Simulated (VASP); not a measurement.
# Sn (P-1) in VASP: settings compared, part 2 of 2

VASP 6.6.1. The steps go on from the part before.

**5. Single point, r2SCAN0**

POSCAR

```
Sn
1.0
   -1.6664398100      1.7077874900      2.1828021800
    1.7938717800     -1.8589232500      2.3916531200
    1.6937133800      1.8854440200     -2.2975624100
Sn
1
Direct
    0.0000000000      0.0000000000      0.0000000000
```

INCAR.step1

```
SYSTEM = Sn
PREC = Accurate
ENCUT = 520
EDIFF = 1E-5
ISMEAR = -1
SIGMA = 0.05
LREAL = .FALSE.
LASPH = .TRUE.
NELM = 60
ALGO = Normal
ISIF = 2
LWAVE = .TRUE.
LCHARG = .FALSE.
GGA = PE
NBANDS = 13
```

INCAR.step2

```
SYSTEM = Sn
PREC = Accurate
ENCUT = 520
EDIFF = 1E-6
ISMEAR = -1
SIGMA = 0.05
LREAL = .FALSE.
LASPH = .TRUE.
NELM = 60
ALGO = Normal
ISIF = 2
LWAVE = .FALSE.
LCHARG = .FALSE.
METAGGA = R2SCAN
LHFCALC = .TRUE.
AEXX = 0.25
LMIXTAU = .TRUE.
PRECFOCK = Normal
ISTART = 1
NBANDS = 13
```

KPOINTS

```
Automatic mesh
0
G
  5 5 5
  0 0 0
```

Potentials or basis: VASP PAW PBE potentials, release 64 (Sn_d).

Launch:

```bash
> cat potpaw_PBE.64/Sn_d/POTCAR > POTCAR
> cp INCAR.step1 INCAR
> mpirun -np 1 vasp_std > vasp.out
> cp INCAR.step2 INCAR
> mpirun -np 1 vasp_std > vasp.out
```

OUTCAR:

```text
SYSTEM = Sn
   PREC = Accurate
   ENCUT = 520
   EDIFF = 1E-6
   ISMEAR = -1
   LREAL = .FALSE.
   LASPH = .TRUE.
   NELM = 60
   ISIF = 2
   METAGGA = R2SCAN
   LHFCALC = .TRUE.
   AEXX = 0.25
   PRECFOCK = Normal
   ISTART = 1

 ion  position               nearest neighbor table
   1  0.000  0.000  0.000-

  LATTYP: Found a triclinic cell.
 ALAT       =     3.4208708239
 B/A-ratio  =     2.8122095242
 C/A-ratio  =     3.1129973406
 COS(alpha) =     0.0086797856
 COS(beta)  =     0.5773722393
 COS(gamma) =     0.8173704403

[... 565 lines left out ...]
      4     -17.2464      2.00000
      5     -17.1966      2.00000
      6      -0.5346      2.00000
      7       2.8150      2.00000
      8       8.5034      0.00000
      9      14.1746      0.00000
     10      17.9889      0.00000
     11      21.5960      0.00000
     12      23.5538      0.00000
     13      24.6490      0.00000

 [... further k-points ...]
[... 5 lines left out ...]
  --------------------------------------------------------------------------------------
  -------------------------------------------------------------------------------------
  Total       -0.4916342     -1.1158650     -0.2343668      0.2484606      0.1823537     -0.0019074
  in kB      -27.5327538    -62.4912468    -13.1251296     13.9144211     10.2122654     -0.1068214
  external PRESSURE =     -34.3830434 kB  Pullay stress =       0.0000000 kB

 VOLUME and BASIS-vectors are now :
 -----------------------------------------------------------------------------
  energy-cutoff  :      520.00
  volume of cell :       28.61
      direct lattice vectors                 reciprocal lattice vectors
    -1.666439810  1.707787490  2.182802180    -0.008330794  0.285654880  0.228275108
     1.793871780 -1.858923250  2.391653120     0.281005731  0.004603730  0.210929304
     1.693713380  1.885444020 -2.297562410     0.284598910  0.276179056  0.001196543

 POSITION                                       TOTAL-FORCE (eV/Angst)
 -----------------------------------------------------------------------------------
      0.00000      0.00000      0.00000         0.000000     -0.000000      0.000000
 -----------------------------------------------------------------------------------
    total drift:                                0.000000     -0.000000     -0.000000

  FREE ENERGIE OF THE ION-ELECTRON SYSTEM (eV)
  ---------------------------------------------------
  free  energy   TOTEN  =       -20.4713477545 eV

  energy  without entropy=      -20.4702261391  energy(sigma->0) =      -20.47078695
```

OUTCAR.step1:

```text
SYSTEM = Sn
   PREC = Accurate
   ENCUT = 520
   EDIFF = 1E-5
   ISMEAR = -1
   LREAL = .FALSE.
[... 606 lines left out ...]
 -----------------------------------------------------------------------------------
      0.00000      0.00000      0.00000         0.000000     -0.000000      0.000000
 -----------------------------------------------------------------------------------
    total drift:                               -0.000000     -0.000000      0.000000

  FREE ENERGIE OF THE ION-ELECTRON SYSTEM (eV)
  ---------------------------------------------------
  free  energy   TOTEN  =        -3.7606265272 eV

  energy  without entropy=       -3.7551649831  energy(sigma->0) =       -3.75789576
```

OSZICAR.step1:

```text
N       E                     dE             d eps       ncg     rms          rms(c)
DAV:   1     0.811340857681E+02    0.81134E+02   -0.72120E+03  1701   0.157E+03
DAV:   2     0.208351353932E+01   -0.79051E+02   -0.76556E+02  1748   0.338E+02
DAV:   3    -0.364802770081E+01   -0.57315E+01   -0.57088E+01  1906   0.741E+01
DAV:   4    -0.376862301195E+01   -0.12060E+00   -0.12057E+00  2017   0.114E+01
DAV:   5    -0.377275570707E+01   -0.41327E-02   -0.41326E-02  2197   0.203E+00    0.122E+00
DAV:   6    -0.376365532521E+01    0.91004E-02   -0.97461E-03  2151   0.168E+00    0.681E-01
DAV:   7    -0.376071621313E+01    0.29391E-02   -0.68002E-03  2104   0.133E+00    0.892E-02
DAV:   8    -0.376062520116E+01    0.91012E-04   -0.74002E-04  1998   0.443E-01    0.188E-02
DAV:   9    -0.376062652724E+01   -0.13261E-05   -0.14609E-05  1513   0.605E-02
   1 F= -.37606265E+01 E0= -.37578958E+01  d E =-.546154E-02
```

Wall time 41 min (1 thread of Intel Xeon Platinum 8259CL at 2.50GHz (Skylake/Cascade Lake), shared host); peak memory 0.18 GiB.

What came out:

```
Free energy            : -20.4713 eV
Pressure               : -3.4 GPa
Band gap on the k mesh : zero (bands 7 and 8 overlap by 9.29 eV)
```

Stress tensor (GPa, compression positive):
```
-2.75  1.39 -0.01
 1.39 -6.25  1.02
-0.01  1.02 -1.31
```

Levels at points of the mesh, in eV from the Fermi level:
| k point | band 3 | band 4 | band 5 | band 6 | band 7 | band 8 | band 9 | band 10 | band 11 | band 12 |
| --- | --- | --- | --- | --- | --- | --- | --- | --- | --- | --- |
| (0.00, 0.00, 0.00) | -24.56 | -24.56 | -24.51 | -12.84 | 7.79 | 8.87 | 10.13 | 11.99 | 12.87 | 12.92 |

Caveat: the k points lie up to 0.46 Å⁻¹ apart, too coarse for converged energies and pressures of a metal; the PAW data sets were made with another functional, which shifts forces and pressure a little; spin-orbit coupling is left out, which moves the levels of the heavy elements.

**6. The runs side by side**

| level | share of exact exchange | screening parameter | gap on the mesh (eV) | pressure (GPa) |
| --- | --- | --- | --- | --- |
| B3LYP | 0.2 | - | none | 1.0 |
| HSE06 | 0.25 | 0.2079 1/Å | none | -2.6 |
| r2SCAN50 | 0.5 | - | none | -4.7 |
| r2SCAN0 | 0.25 | - | none | -3.4 |

Alike in all rows: task single point; potentials or basis VASP PAW PBE potentials, release 64 (Sn_d); no spin polarisation; cell as given; k mesh 5 × 5 × 5; cutoff (eV) 520; smearing fermi-dirac 0.05 eV.

Caveats: all runs use coarse meshes; the PAW data sets were made with another functional, which shifts forces and pressure a little; spin-orbit coupling is left out, which moves the levels of the heavy elements.

Total energies depend on the potentials used, so only differences within one code and one set of settings carry meaning.
